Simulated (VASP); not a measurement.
Here is a VASP 6.6.1 calculation.

Contents of POSCAR:

```
GaN
1.0
    0.0000000000      2.1814839673      2.3186309995
    2.1814839673      0.0000000000      2.3186309995
    2.1814839673      2.1814839673      0.0000000000
Ga N
1 1
Direct
    0.0000000000      0.0000000000      0.0000000000
    0.2500000000      0.2500000000      0.2500000000
```

Contents of INCAR.step1:

```
SYSTEM = GaN
  PREC = Accurate
  ENCUT = 910
  ISMEAR = 0
  SIGMA = 0.01
  LREAL = .FALSE.
  LASPH = .TRUE.
  NELM = 120
  NBANDS = 16
  GGA = PE
  ALGO = Normal
  EDIFF = 1E-5
  LWAVE = .TRUE.
  LCHARG = .FALSE.
  GGA_COMPAT = .FALSE.
```

INCAR.step2

```
SYSTEM = GaN
  PREC = Accurate
  ENCUT = 910
  EDIFF = 1E-6
  ISMEAR = 0
  SIGMA = 0.01
  LREAL = .FALSE.
  LASPH = .TRUE.
  NELM = 120
  ALGO = Normal
  ISIF = 2
  LWAVE = .FALSE.
  LCHARG = .TRUE.
  METAGGA = R2SCAN
  LMIXTAU = .TRUE.
  LELF = .TRUE.
  LVHAR = .TRUE.
  NBANDS = 16
  ISTART = 1
  GGA_COMPAT = .FALSE.
```

The input KPOINTS:

```
Automatic mesh
0
G
  10 10 10
  0 0 0
```

Potentials or basis: VASP PAW PBE potentials, release 64 (Ga_d, N_h).

The run is started by

```console
$ cat potpaw_PBE.64/Ga_d/POTCAR potpaw_PBE.64/N_h/POTCAR > POTCAR
$ cp INCAR.step1 INCAR
$ mpirun -np 1 vasp_std > vasp.out
$ cp INCAR.step2 INCAR
$ mpirun -np 1 vasp_std > vasp.out
```

(1) What does it give for the pressure?

(2) Predict the band gap on the k mesh.

Answers

(1) 7.1 GPa.

(2) 2.24 eV.

Caveat: the cell differs from its parent crystal (epitaxial xy strain -3.0%); the cutoff is under 1.25 times the usual one of these potentials, so pressure, stress and relaxed cells hold a basis-set (Pulay) error; the cell stands under pressure; the PAW data sets were made with another functional, which shifts forces and pressure a little.
